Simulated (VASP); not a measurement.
# ZrSi2 (Fddd) in VASP: further runs, part 3 of 3

VASP 6.6.1.

## 5. Single point, PBEsol

This run uses another cell than the first one, of 16.20 Å³/atom.

The input, INCAR:

```
PREC = Accurate ; ENCUT = 520
EDIFF = 1E-7 ; ISMEAR = 0
SIGMA = 0.1 ; LREAL = False
LASPH = True ; NELM = 100
ALGO = Normal ; ISIF = 2
LWAVE = False ; LCHARG = False
GGA = PS ; NBANDS = 29
```

The input, KPOINTS:

```
Automatic mesh
0
Gamma
  10 10 10
```

The input, POSCAR:

```
ZrSi2
1.0
    0.0000000000      4.3027232503      4.4596372451
    2.5327251858      0.0000000000      4.4596372451
    2.5327251858      4.3027232503      0.0000000000
Zr Si
2 4
Direct
    0.7500000000      0.7500000000      0.7500000000
    0.5000000000      0.5000000000      0.5000000000
    0.0939275399      0.4060724601      0.0939275399
    0.4060724601      0.0939275399      0.4060724601
    0.1560724601      0.8439275399      0.1560724601
    0.8439275399      0.1560724601      0.8439275399
```

Potentials or basis: VASP PAW PBE potentials, release 64 (Zr_sv, Si).

Launch:

```
cat potpaw_PBE.64/Zr_sv/POTCAR potpaw_PBE.64/Si/POTCAR > POTCAR
mpirun -np 1 vasp_std > vasp.out
```

OUTCAR:

```text
PREC = Accurate
   ENCUT = 520
   EDIFF = 1E-7
   ISMEAR = 0
   LREAL = False
   LASPH = True
   NELM = 100
   ISIF = 2
   GGA = PS

 ion  position               nearest neighbor table
   1  0.750  0.750  0.750-   6 2.69   5 2.69   6 2.69   5 2.69   4 2.87   4 2.87   3 2.87   3 2.87
                             3 2.96   4 2.96   2 3.35   2 3.35   2 3.35   2 3.35
   2  0.500  0.500  0.500-   3 2.69   4 2.69   3 2.69   4 2.69   5 2.87   5 2.87   6 2.87   6 2.87
                             5 2.96   6 2.96   1 3.35   1 3.35   1 3.35   1 3.35
   3  0.094  0.406  0.094-   5 2.62   5 2.62   4 2.69   2 2.69   2 2.69   1 2.87   1 2.87   1 2.96
                             4 3.00   4 3.00
   4  0.406  0.094  0.406-   6 2.62   6 2.62   3 2.69   2 2.69   2 2.69   1 2.87   1 2.87   1 2.96
                             3 3.00   3 3.00
   5  0.156  0.844  0.156-   3 2.62   3 2.62   6 2.69   1 2.69   1 2.69   2 2.87   2 2.87   2 2.96
                             6 3.00   6 3.00
   6  0.844  0.156  0.844-   4 2.62   4 2.62   5 2.69   1 2.69   1 2.69   2 2.87   2 2.87   2 2.96
                             5 3.00   5 3.00

  LATTYP: Found a face centered orthorhombic cell.
 ALAT       =     5.0654503716
 B/A-ratio  =     1.6988512115
 C/A-ratio  =     1.7608058190

  Lattice vectors:

 A1 = (   0.0000000000,   4.3027232503,   4.4596372451)
 A2 = (   2.5327251858,   0.0000000000,   4.4596372451)
 A3 = (   2.5327251858,   4.3027232503,   0.0000000000)

Analysis of symmetry for initial positions (statically):
=====================================================================
 Subroutine PRICEL returns:
 Original cell was already a primitive cell.

 Routine SETGRP: Setting up the symmetry group for a
 face centered orthorhombic supercell.

 Subroutine GETGRP returns: Found  8 space group operations
 (whereof  4 operations were pure point group operations)
 out of a pool of  8 trial point group operations.

The static configuration has the point symmetry D_2 .
 The point group associated with its full space group is D_2h.

Analysis of symmetry for dynamics (positions and initial velocities):
=====================================================================
 Subroutine PRICEL returns:
 Original cell was already a primitive cell.

 Routine SETGRP: Setting up the symmetry group for a
 face centered orthorhombic supercell.

 Subroutine GETGRP returns: Found  8 space group operations
 (whereof  4 operations were pure point group operations)
 out of a pool of  8 trial point group operations.

The dynamic configuration has the point symmetry D_2 .
 The point group associated with its full space group is D_2h.

 Subroutine INISYM returns: Found  8 space group operations
 (whereof  4 operations are pure point group operations),
 and found     1 'primitive' translations

----------------------------------------------------------------------------------------

                                     Primitive cell

  volume of cell :      97.1988

  direct lattice vectors                    reciprocal lattice vectors
     0.000000000  4.302723250  4.459637245    -0.197415812  0.116205475  0.112116742
     2.532725186  0.000000000  4.459637245     0.197415812 -0.116205475  0.112116742
     2.532725186  4.302723250  0.000000000     0.197415812  0.116205475 -0.112116742

  length of vectors
     6.196917922  5.128651014  4.992807250     0.255042897  0.255042897  0.255042897

  position of ions in fractional coordinates (direct lattice)
     0.750000000  0.750000000  0.750000000
[... 66 lines left out ...]
  0.400000  0.300000 -0.000000      8.000000
 [... further k-points ...]
   k-points           NKPTS =    171   k-points in BZ     NKDIM =    171   number of bands    NBANDS=     29
   number of dos      NEDOS =    301   number of ions     NIONS =      6
   total plane-waves  NPLWV =  76800
   dimension x,y,z NGX =    48 NGY =   40 NGZ =   40
   dimension x,y,z NGXF=    96 NGYF=   80 NGZF=   80
   ions per type =               2   4
   NGX,Y,Z   is equivalent  to a cutoff of  12.88, 12.97, 13.32 a.u.
   NGXF,Y,Z  is equivalent  to a cutoff of  25.75, 25.93, 26.64 a.u.
 SYSTEM =  unknown system
   PREC   = accura    normal or accurate (medium, high low for compatibility)
   ISTART =      0    job   : 0-new  1-cont  2-samecut
   ICHARG =      2    charge: 1-file 2-atom 10-const
   ISPIN  =      1    spin polarized calculation?
   LNONCOLLINEAR =      F non collinear calculations
   LSORBIT =      F    spin-orbit coupling
   LASPH  =      T    aspherical Exc in radial PAW
   ENCUT  =  520.0 eV  38.22 Ry    6.18 a.u.  11.52  9.54  9.28*2*pi/ulx,y,z
   NELM   =    100;   NELMIN=  2; NELMDL= -5     # of ELM steps
   EDIFF  = 0.1E-06   stopping-criterion for ELM
   LREAL  =      F    real-space projection
   EDIFFG = 0.1E-05   stopping-criterion for IOM
   NSW    =      0    number of steps for IOM
   IBRION =     -1    ionic relax: 0-MD 1-quasi-New 2-CG
   NFREE  =      0    steps in history (QN), initial steepest desc. (CG)
   ISIF   =      2    stress and relaxation
   ISYM   =      2    0-nonsym 1-usesym 2-fastsym
   POTIM  = 0.5000    time-step for ionic-motion
   TEBEG  =    0.0;   TEEND  =   0.0 temperature during run
   PSTRESS=    0.0 pullay stress
   NELECT =      40.0000    total number of electrons
   NUPDOWN=      -1.0000    fix difference up-down
   EMIN   =  10.00;   EMAX   =-10.00  energy-range for DOS
   EFERMI =   0.00;   METHOD = LEGACY
   ISMEAR =     0;   SIGMA  =   0.10  broadening in eV -4-tet -1-fermi 0-gaus
   EFERMI_NEDOS =   21; number of points for ismear=-14 and -15
   IALGO  =     38    algorithm
   IMIX   =      4    mixing-type and parameters
     AMIX     =   0.40;   BMIX     =  1.00
     AMIX_MAG =   1.60;   BMIX_MAG =  1.00
  volume/ion in A,a.u.               =      16.20       109.32
  Fermi-wavevector in a.u.,A,eV,Ry     =   1.217702  2.301124 20.174707  1.482799
  Thomas-Fermi vector in A             =   2.353014
   LORBIT       =      0    0 simple, 1 ext, 2 COOP (PROOUT), +10 PAW based schemes
   GGA     = PS    functional components
   LHFCALC =     F    Hartree Fock is set to
   AEXX    =    0.0000 exact exchange contribution
   IVDW    =     0    specifies the selected vdW correction
   LEPSILON=     F    determine dielectric tensor
   LRPA    =     F    only Hartree local field effects (RPA)
 non-spin polarized calculation
 Gauss-broadening in eV      SIGMA  =   0.10
  energy-cutoff  :      520.00
  volume of cell :       97.20
 maximum number of plane-waves:      2647
 NGX is ok and might be reduce to    48
   NGX = 23   NGY = 19   NGZ = 19

 number of electron      40.0000000 magnetization

 Free energy of the ion-electron system (eV)
  ---------------------------------------------------
  ext. energy  EPLUGINS =         0.00000000
  ---------------------------------------------------
  free energy    TOTEN  =       -45.15408530 eV

  energy without entropy =      -45.14443326  energy(sigma->0) =      -45.14925928

 E-fermi :   9.6857     XC(G=0): -11.5401

 val. band max:        9.6795587241   @ k =  -0.2000   0.2000  -0.0000
 cond. band min:       9.6976619341   @ k =  -0.3000   0.1000   0.2000
 fundamental gap:      0.0181032100
 Fermi energy:         9.6856894557

 k-point     1 :       0.0000    0.0000    0.0000
  band No.  band energies     occupation
      1     -38.1116      2.00000
      2     -38.0498      2.00000
      3     -16.4414      2.00000
      4     -16.3847      2.00000
      5     -16.2987      2.00000
      6     -16.2653      2.00000
[... 757 lines left out ...]
     28      14.5134      0.00000
     29      14.6626      0.00000

 [... further k-points ...]

------------------------ aborting loop because EDIFF is reached ----------------------------------------

  FORCE on cell =-STRESS in cart. coord.  units (eV):
  Direction    XX          YY          ZZ          XY          YZ          ZX
  --------------------------------------------------------------------------------------
  -------------------------------------------------------------------------------------
  Total        0.1072318      0.0696909      0.1508880      0.0000000      0.0000000      0.0000000
  in kB        1.7675554      1.1487500      2.4871626      0.0000000      0.0000000      0.0000000
  external PRESSURE =       1.8011560 kB  Pullay stress =       0.0000000 kB

 VOLUME and BASIS-vectors are now :
 -----------------------------------------------------------------------------
  energy-cutoff  :      520.00
  volume of cell :       97.20
      direct lattice vectors                 reciprocal lattice vectors
     0.000000000  4.302723250  4.459637245    -0.197415812  0.116205475  0.112116742
     2.532725186  0.000000000  4.459637245     0.197415812 -0.116205475  0.112116742
     2.532725186  4.302723250  0.000000000     0.197415812  0.116205475 -0.112116742

 POSITION                                       TOTAL-FORCE (eV/Angst)
 -----------------------------------------------------------------------------------
      3.79909      6.45408      6.68946         0.000000     -0.000000     -0.000000
      2.53273      4.30272      4.45964        -0.000000      0.000000      0.000000
      1.26636      0.80829      2.22982         0.000000      0.002967     -0.000000
      1.26636      3.49443      2.22982         0.000000     -0.002967     -0.000000
      2.53273      1.34307      4.45964        -0.000000     -0.002967      0.000000
      2.53273      7.26237      4.45964        -0.000000      0.002967      0.000000
 -----------------------------------------------------------------------------------
    total drift:                               -0.000000     -0.000000     -0.000000

  FREE ENERGIE OF THE ION-ELECTRON SYSTEM (eV)
  ---------------------------------------------------
  free  energy   TOTEN  =       -45.1540853022 eV

  energy  without entropy=      -45.1444332592  energy(sigma->0) =      -45.14925928
```

OSZICAR:

```text
N       E                     dE             d eps       ncg     rms          rms(c)
DAV:   1     0.258586499302E+03    0.25859E+03   -0.19446E+04  9918   0.129E+03
DAV:   2    -0.245419262573E+02   -0.28313E+03   -0.27570E+03 11504   0.327E+02
DAV:   3    -0.454736157954E+02   -0.20932E+02   -0.20686E+02 17762   0.674E+01
DAV:   4    -0.463906761605E+02   -0.91706E+00   -0.91472E+00 13167   0.138E+01
DAV:   5    -0.464348492256E+02   -0.44173E-01   -0.44165E-01 15281   0.239E+00    0.253E+01
DAV:   6    -0.452741695465E+02    0.11607E+01   -0.37434E+00 12458   0.949E+00    0.109E+01
DAV:   7    -0.451678782386E+02    0.10629E+00   -0.46092E-01 15178   0.320E+00    0.324E+00
DAV:   8    -0.451545073794E+02    0.13371E-01   -0.38010E-02 12628   0.989E-01    0.459E-01
DAV:   9    -0.451540569079E+02    0.45047E-03   -0.36626E-03 15154   0.344E-01    0.172E-01
DAV:  10    -0.451541021946E+02   -0.45287E-04   -0.58183E-04 13841   0.170E-01    0.629E-02
DAV:  11    -0.451540860984E+02    0.16096E-04   -0.36394E-05 12490   0.358E-02    0.162E-02
DAV:  12    -0.451540860237E+02    0.74706E-07   -0.53930E-06 14767   0.125E-02    0.514E-03
DAV:  13    -0.451540854496E+02    0.57416E-06   -0.55575E-07 11258   0.385E-03    0.132E-03
DAV:  14    -0.451540852993E+02    0.15025E-06   -0.60719E-08  7436   0.182E-03    0.160E-04
DAV:  15    -0.451540853022E+02   -0.29031E-08   -0.89033E-09  7387   0.683E-04
   1 F= -.45154085E+02 E0= -.45149259E+02  d E =-.965204E-02
```

stdout:

```text
POSCAR found type information on POSCAR ZrSi
 POSCAR found :  2 types and       6 ions
 scaLAPACK will be used
 -----------------------------------------------------------------------------
|                                                                             |
|                                                                             |
|     You enforced a specific xc type in the INCAR file but a different       |
|     I HOPE YOU KNOW WHAT YOU ARE DOING!                                     |
|                                                                             |
 -----------------------------------------------------------------------------

 LDA part: xc-table for (Slater+PW92), standard interpolation
 POSCAR, INCAR and KPOINTS ok, starting setup
 FFT: planning ... GRIDC
 FFT: planning ... GRID_SOFT
 FFT: planning ... GRID
 WAVECAR not read
 entering main loop
```

Run time: 10 min. Hardware: 1 thread of Intel Xeon Platinum 8259CL at 2.50GHz (Skylake/Cascade Lake), shared host; peak memory 0.53 GiB.

What came out:

| Quantity | Value |
| --- | --- |
| Free energy | -45.1541 eV |
| Pressure | 0.2 GPa |
| Band gap on the k mesh | zero (bands 20 and 21 overlap by 1.94 eV) |

Forces in eV/Å, atoms in the order of the input:
```
Zr   0.000  0.000  0.000
Zr   0.000  0.000  0.000
Si   0.000  0.003  0.000
Si   0.000 -0.003  0.000
Si   0.000 -0.003  0.000
Si   0.000  0.003  0.000
```

Stress tensor (GPa, compression positive):
```
0.18 0.00 0.00
0.00 0.11 0.00
0.00 0.00 0.25
```

Caveat: the PAW data sets were made with another functional, which shifts forces and pressure a little.

## 6. The runs side by side

```tsv
task	cell	k mesh	cutoff (eV)	gap on the mesh (eV)	pressure (GPa)	largest force (eV/Å)
single point	a = 6.052, b = 4.997, c = 4.857 Å, angles 75.8, 53.2, 51.1°, 6 atoms, atomic positions A	6 × 6 × 6	520	none	14.3	0.32
single point	a = 6.191, b = 5.123, c = 4.995 Å, angles 75.4, 53.2, 51.3°, 6 atoms, atomic positions B	6 × 6 × 6	520	none	0.2	-
relaxation of cell and atoms	relaxed from a = 6.052, b = 4.997, c = 4.857 Å, angles 75.8, 53.2, 51.1°, 6 atoms, atomic positions A	6 × 6 × 6	600	none	0.1	0.01
single point	a = 6.197, b = 5.129, c = 4.993 Å, angles 75.5, 53.2, 51.3°, 6 atoms, atomic positions C	10 × 10 × 10	520	none	0.2	-
```

Alike in all rows: level PBEsol; potentials or basis VASP PAW PBE potentials, release 64 (Zr_sv, Si); no spin polarisation; smearing gaussian 0.1 eV.

Caveats: the PAW data sets were made with another functional, which shifts forces and pressure a little; the cell stands under pressure (at least some runs).

Absolute energies hang on the potentials; compare differences alone.

The gap in the log of VASP goes by the Fermi energy; the results here count the filled bands.